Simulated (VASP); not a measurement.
# V (Im-3m) in VASP: a series of runs

Runs on V. Level: LDA. Tasks: single point.

Program: VASP 6.6.1. These are calculated values, not measurements. Logs are shortened: lines on timing, memory, paths and dates and some standing lists are left out, and cuts for length are marked.

## (1) The cell of the first run

Symmetry: Im-3m, No. 229, cubic system. Conventional cell: a = 2.804 Å, b = 2.804 Å, c = 2.804 Å, α = 90.00°, β = 90.00°, γ = 90.00°. Within 3.2 Å of V (site symmetry m-3m) lie 14 V at 2.43 to 2.80 Å.

## (2) Single point, LDA, collinear spin, ferromagnetic start (11.03 Å³/atom)

INCAR reads:

```
SYSTEM = V
PREC     = Accurate       ! precision mode
ENCUT    = 520            ! plane-wave cutoff, eV
EDIFF    = 1E-6           ! SCF threshold, eV
ISMEAR   = -1             ! smearing method
SIGMA    = 0.05           ! smearing width, eV
LREAL    = .False.        ! projectors in reciprocal space
LASPH    = .True.         ! aspherical terms in the spheres
NELM     = 150            ! most SCF steps
ALGO     = Normal         ! electronic algorithm
ISIF     = 2              ! what is computed and relaxed
LWAVE    = .False.        ! write WAVECAR
LCHARG   = .False.        ! write CHGCAR
ISPIN    = 2              ! spin polarisation
MAGMOM   = 1              ! initial moments
LORBIT   = 11             ! projections on sites
LMAXMIX  = 4              ! l up to which the mixer works
GGA      = CA             ! functional
NBANDS   = 16             ! bands
```

KPOINTS reads:

```
Automatic mesh
0
Gamma
  25 25 25
  0 0 0
```

POSCAR reads:

```
V
1.0
   -1.4020804520      1.4020804520      1.4020804520
    1.4020804520     -1.4020804520      1.4020804520
    1.4020804520      1.4020804520     -1.4020804520
V
1
Direct
    0.0000000000      0.0000000000      0.0000000000
```

Potentials or basis: VASP PAW LDA potentials, release 64 (V_sv).

Command:

```bash
$ cat potpaw_LDA.64/V_sv/POTCAR > POTCAR
$ mpirun -np 1 vasp_std > vasp.out
```

OUTCAR:

```text
SYSTEM = V
   PREC = Accurate
   ENCUT = 520
   EDIFF = 1E-6
   ISMEAR = -1
   LREAL = .False.
   LASPH = .True.
   NELM = 150
   ISIF = 2
   ISPIN = 2
   LORBIT = 11
   GGA = CA

 ion  position               nearest neighbor table
   1  0.000  0.000  0.000-

  LATTYP: Found a body centered cubic cell.
 ALAT       =     2.8041609040

  Lattice vectors:

 A1 = (  -1.4020804520,   1.4020804520,   1.4020804520)
 A2 = (   1.4020804520,  -1.4020804520,   1.4020804520)
 A3 = (   1.4020804520,   1.4020804520,  -1.4020804520)

Analysis of symmetry for initial positions (statically):
=====================================================================
 Subroutine PRICEL returns:
 Original cell was already a primitive cell.

 Routine SETGRP: Setting up the symmetry group for a
 body centered cubic supercell.

 Subroutine GETGRP returns: Found 48 space group operations
 (whereof 48 operations were pure point group operations)
 out of a pool of 48 trial point group operations.

The static configuration has the point symmetry O_h .

Analysis of symmetry for dynamics (positions and initial velocities):
=====================================================================
 Subroutine PRICEL returns:
 Original cell was already a primitive cell.

 Routine SETGRP: Setting up the symmetry group for a
 body centered cubic supercell.

 Subroutine GETGRP returns: Found 48 space group operations
 (whereof 48 operations were pure point group operations)
 out of a pool of 48 trial point group operations.

The dynamic configuration has the point symmetry O_h .

Analysis of structural, dynamic, and magnetic symmetry:
=====================================================================
 Subroutine PRICEL returns:
 Original cell was already a primitive cell.

 Routine SETGRP: Setting up the symmetry group for a
 body centered cubic supercell.

 Subroutine GETGRP returns: Found 48 space group operations
 (whereof 48 operations were pure point group operations)
 out of a pool of 48 trial point group operations.

The overall configuration has the point symmetry O_h .

 Subroutine INISYM returns: Found 48 space group operations
 (whereof 48 operations are pure point group operations),
 and found     1 'primitive' translations

----------------------------------------------------------------------------------------

                                     Primitive cell

  volume of cell :      11.0250

[... 101 lines left out ...]
   ISMEAR =    -1;   SIGMA  =   0.05  broadening in eV -4-tet -1-fermi 0-gaus
   EFERMI_NEDOS =   21; number of points for ismear=-14 and -15
   IALGO  =     38    algorithm
   IMIX   =      4    mixing-type and parameters
     AMIX     =   0.40;   BMIX     =  1.00
     AMIX_MAG =   1.60;   BMIX_MAG =  1.00
  volume/ion in A,a.u.               =      11.03        74.40
  Fermi-wavevector in a.u.,A,eV,Ry     =   1.729536  3.268350 40.699051  2.991296
  Thomas-Fermi vector in A             =   2.804263
   LORBIT       =     11    0 simple, 1 ext, 2 COOP (PROOUT), +10 PAW based schemes
   GGA     = CA    functional components
   LHFCALC =     F    Hartree Fock is set to
   AEXX    =    0.0000 exact exchange contribution
   IVDW    =     0    specifies the selected vdW correction
   LEPSILON=     F    determine dielectric tensor
   LRPA    =     F    only Hartree local field effects (RPA)
 spin polarized calculation
  energy-cutoff  :      520.00
  volume of cell :       11.03
 maximum number of plane-waves:       321
 NGX is ok and might be reduce to    18
   NGX =  9   NGY =  9   NGZ =  9

 number of electron      13.0000007 magnetization      -0.0022309

 number of electron      13.0000007 magnetization       0.0005504

 Free energy of the ion-electron system (eV)
  ---------------------------------------------------
  ext. energy  EPLUGINS =         0.00000000
  ---------------------------------------------------
  free energy    TOTEN  =        -9.80434014 eV

  energy without entropy =       -9.79263587  energy(sigma->0) =       -9.79848800

 E-fermi :  12.2344     XC(G=0): -14.3659

 val. band max:       12.2267863841   @ k =  -0.3200   0.4400   0.0400
 cond. band min:      12.2351943030   @ k =   0.2800   0.0800   0.0800
 fundamental gap:      0.0084079189
 Fermi energy:        12.2343809539

 spin component 1

 k-point     1 :       0.0000    0.0000    0.0000
  band No.  band energies     occupation
      1     -50.6017      1.00000
      2     -23.8338      1.00000
      3     -23.8338      1.00000
      4     -23.8338      1.00000
      5       5.4088      1.00000
      6      12.6110      0.00054
[... 435 lines left out ...]
      5       8.3565      1.00000
      6      10.6274      1.00000
[... 8 lines left out ...]
     15      43.6764      0.00000
     16      44.4139      0.00000

 [... further k-points ...]

 spin component 2

 k-point     1 :       0.0000    0.0000    0.0000
  band No.  band energies     occupation
      1     -50.6012      1.00000
      2     -23.8333      1.00000
      3     -23.8333      1.00000
      4     -23.8333      1.00000
      5       5.4091      1.00000
      6      12.6114      0.00053
[... 435 lines left out ...]
      5       8.3568      1.00000
      6      10.6278      1.00000
[... 8 lines left out ...]
     15      43.6767      0.00000
     16      44.4142      0.00000

 [... further k-points ...]

------------------------ aborting loop because EDIFF is reached ----------------------------------------

  FORCE on cell =-STRESS in cart. coord.  units (eV):
  Direction    XX          YY          ZZ          XY          YZ          ZX
  --------------------------------------------------------------------------------------
  -------------------------------------------------------------------------------------
  Total        2.4070634      2.4070634      2.4070634      0.0000000      0.0000000     -0.0000000
  in kB      349.7996111    349.7996111    349.7996111      0.0000000      0.0000000     -0.0000000
  external PRESSURE =     349.7996111 kB  Pullay stress =       0.0000000 kB

 VOLUME and BASIS-vectors are now :
 -----------------------------------------------------------------------------
  energy-cutoff  :      520.00
  volume of cell :       11.03
      direct lattice vectors                 reciprocal lattice vectors
    -1.402080452  1.402080452  1.402080452     0.000000000  0.356612917  0.356612917
     1.402080452 -1.402080452  1.402080452     0.356612917  0.000000000  0.356612917
     1.402080452  1.402080452 -1.402080452     0.356612917  0.356612917  0.000000000

 POSITION                                       TOTAL-FORCE (eV/Angst)
 -----------------------------------------------------------------------------------
      0.00000      0.00000      0.00000        -0.000000     -0.000000     -0.000000
 -----------------------------------------------------------------------------------
    total drift:                                0.000000      0.000000      0.000000

  FREE ENERGIE OF THE ION-ELECTRON SYSTEM (eV)
  ---------------------------------------------------
  free  energy   TOTEN  =        -9.8043401362 eV

  energy  without entropy=       -9.7926358721  energy(sigma->0) =       -9.79848800

 total charge

# of ion       s       p       d       tot
------------------------------------------
    1        2.409   6.284   3.398  12.091

 magnetization (x)

# of ion       s       p       d       tot
------------------------------------------
    1        0.000   0.000   0.000   0.000
```

OSZICAR:

```text
N       E                     dE             d eps       ncg     rms          rms(c)
DAV:   1     0.871315070831E+02    0.87132E+02   -0.66679E+03 29824   0.960E+02
DAV:   2    -0.930492692675E+01   -0.96436E+02   -0.92187E+02 31896   0.272E+02
DAV:   3    -0.107263469134E+02   -0.14214E+01   -0.14194E+01 33504   0.358E+01
DAV:   4    -0.107307238300E+02   -0.43769E-02   -0.43769E-02 34248   0.208E+00
DAV:   5    -0.107307532500E+02   -0.29420E-04   -0.29419E-04 33736   0.158E-01    0.252E+01
DAV:   6    -0.984383036586E+01    0.88692E+00   -0.96333E-01 29928   0.182E+01    0.564E+00
DAV:   7    -0.980967624993E+01    0.34154E-01   -0.28858E-02 34048   0.231E+00    0.233E+00
DAV:   8    -0.980681871287E+01    0.28575E-02   -0.45845E-03 30320   0.734E-01    0.138E+00
DAV:   9    -0.980402311513E+01    0.27956E-02   -0.16750E-03 33112   0.529E-01    0.273E-01
DAV:  10    -0.980433628229E+01   -0.31317E-03   -0.22759E-04 33432   0.169E-01    0.336E-02
DAV:  11    -0.980433741329E+01   -0.11310E-05   -0.13106E-05 31752   0.362E-02    0.191E-02
DAV:  12    -0.980434000734E+01   -0.25940E-05   -0.12202E-06 25640   0.104E-02    0.615E-03
DAV:  13    -0.980434013624E+01   -0.12890E-06   -0.72695E-08 15384   0.316E-03
   1 F= -.98043401E+01 E0= -.97984880E+01  d E =-.117043E-01  mag=     0.0001
```

Wall time 3.1 min (1 thread of Intel Xeon 8259CL, shared host); peak memory 0.22 GiB.

What came out:

```yaml
Free_energy: -9.8043 eV
Pressure: 35.0 GPa
Net_moment: 0.00 μB per cell
Valence_electrons_inside_the_program's_atomic_spheres: V 12.09
```

Levels at points of the mesh, in eV from the Fermi level:
Spin up:
```tsv
k point	band 4	band 5	band 6	band 7	band 8	band 9
(0.00, 0.00, 0.00)	-36.07	-6.83	0.38	0.38	0.38	2.94
```
Spin down:
```tsv
k point	band 2	band 3	band 4	band 5	band 6	band 7	band 8	band 9	band 10	band 11
(0.00, 0.00, 0.00)	-36.07	-36.07	-36.07	-6.83	0.38	0.38	0.38	2.94	2.94	22.08
```

Caveat: the cell stands under pressure.

## (3) Single point, LDA, collinear spin, ferromagnetic start (11.53 Å³/atom)

This run uses another cell than the first one, of 11.53 Å³/atom.

INCAR reads:

```
PREC     = Accurate       # precision mode
ENCUT    = 520            # plane-wave cutoff, eV
EDIFF    = 1E-6           # SCF threshold, eV
ISMEAR   = -1             # smearing method
SIGMA    = 0.05           # smearing width, eV
LREAL    = False          # projectors in reciprocal space
LASPH    = True           # aspherical terms in the spheres
NELM     = 150            # most SCF steps
ALGO     = Normal         # electronic algorithm
ISIF     = 2              # what is computed and relaxed
LWAVE    = False          # write WAVECAR
LCHARG   = False          # write CHGCAR
ISPIN    = 2              # spin polarisation
MAGMOM   = 1              # initial moments
LORBIT   = 11             # projections on sites
LMAXMIX  = 4              # l up to which the mixer works
GGA      = CA             # functional
NBANDS   = 16             # bands
```

KPOINTS reads:

```
regular mesh
0
Gamma
  25 25 25
```

POSCAR reads:

```
V
1.0
   -1.4230101115      1.4230101115      1.4230101115
    1.4230101115     -1.4230101115      1.4230101115
    1.4230101115      1.4230101115     -1.4230101115
V
1
Direct
    0.0000000000      0.0000000000      0.0000000000
```

Potentials or basis: VASP PAW LDA potentials, release 64 (V_sv).

Command:

```bash
$ cat potpaw_LDA.64/V_sv/POTCAR > POTCAR
$ mpirun -np 1 vasp_std > vasp.out
```

Run time: 3.1 min. Hardware: 1 thread of Intel Xeon 8259CL, shared host; peak memory 0.22 GiB.

Results (log left out):

```yaml
Free_energy: -9.8919 eV
Pressure: 21.2 GPa
Net_moment: 0.00 μB per cell
Valence_electrons_inside_the_program's_atomic_spheres: V 11.99
```

Levels at points of the mesh, in eV from the Fermi level:
Spin up:
| k point | band 4 | band 5 | band 6 | band 7 | band 8 | band 9 | band 10 | band 11 |
| --- | --- | --- | --- | --- | --- | --- | --- | --- |
| (0.00, 0.00, 0.00) | -36.21 | -6.78 | 0.39 | 0.39 | 0.39 | 2.81 | 2.81 | 21.74 |
Spin down:
| k point | band 4 | band 5 | band 6 | band 7 | band 8 | band 9 | band 10 | band 11 |
| --- | --- | --- | --- | --- | --- | --- | --- | --- |
| (0.00, 0.00, 0.00) | -36.21 | -6.78 | 0.39 | 0.39 | 0.39 | 2.81 | 2.81 | 21.74 |

Caveat: the cell stands under pressure.
